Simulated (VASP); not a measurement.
Wanted: the native input for a VASP 6.6.1 run.

```yaml
Task: single point
Functional: r2SCAN
Potentials_or_basis: VASP PAW PBE potentials, release 64 (Ge_d, Si)
Cutoff: 550 eV
k_mesh: 9 × 9 × 4
Occupations: gaussian, width 0.02 eV
Spin: no spin polarisation
Dipole_correction: no
Further_INCAR_settings: ALGO = Normal; EDIFF = 1e-06; NBANDS = 21
```

The system is Si3Ge.

```xyz
4
Lattice="3.8675 0.0000 0.0000 -1.9338 3.3494 0.0000 0.0000 0.0000 6.3949" Properties=species:S:1:pos:R:3 pbc="T T T"
Ge    0.0000    2.2329    0.0018
Si    1.9338    1.1165    3.1961
Si    0.0000    2.2329    2.4157
Si    1.9338    1.1165    5.5647
```

The input as run:

POSCAR

```
Si3Ge
1.0
    3.8675074601      0.0000000000      0.0000000000
   -1.9337537301      3.3493597098      0.0000000000
    0.0000000000      0.0000000000      6.3949132450
Ge Si
1 3
Direct
    0.3333333333      0.6666666667      0.0002803244
    0.6666666667      0.3333333333      0.4997860108
    0.3333333333      0.6666666667      0.3777573290
    0.6666666667      0.3333333333      0.8701763358
```

INCAR.step1

```
SYSTEM = Si3Ge
  ALGO = Normal
  EDIFF = 1E-5
  ENCUT = 550
  GGA = PE
  GGA_COMPAT = .False.
  ISMEAR = 0
  LASPH = .True.
  LCHARG = .False.
  LREAL = .False.
  LWAVE = .True.
  NBANDS = 21
  NELM = 120
  PREC = Accurate
  SIGMA = 0.02
```

INCAR.step2

```
SYSTEM = Si3Ge
  ALGO = Normal
  EDIFF = 1E-6
  ENCUT = 550
  GGA_COMPAT = .False.
  ISIF = 2
  ISMEAR = 0
  ISTART = 1
  LASPH = .True.
  LCHARG = .False.
  LMIXTAU = .True.
  LREAL = .False.
  LWAVE = .False.
  METAGGA = R2SCAN
  NBANDS = 21
  NELM = 120
  PREC = Accurate
  SIGMA = 0.02
```

KPOINTS

```
k-points
0
Gamma
  9 9 4
  0 0 0
```

Potentials or basis: VASP PAW PBE potentials, release 64 (Ge_d, Si).

Launch:

```console
$ cat potpaw_PBE.64/Ge_d/POTCAR potpaw_PBE.64/Si/POTCAR > POTCAR
$ cp INCAR.step1 INCAR
$ mpirun -np 1 vasp_std > vasp.out
$ cp INCAR.step2 INCAR
$ mpirun -np 1 vasp_std > vasp.out
```

It gave:

```json
{"Pressure": "-0.1 GPa", "Largest force": "0.021 eV/Å", "Band gap on the k mesh": "0.64 eV (least direct gap 1.01 eV)"}
```

Caveat: the PAW data sets were made with another functional, which shifts forces and pressure a little.

Run time: 6.2 min on 1 thread of Intel Xeon 8259CL, with other jobs on the host, peak memory 0.25 GiB.
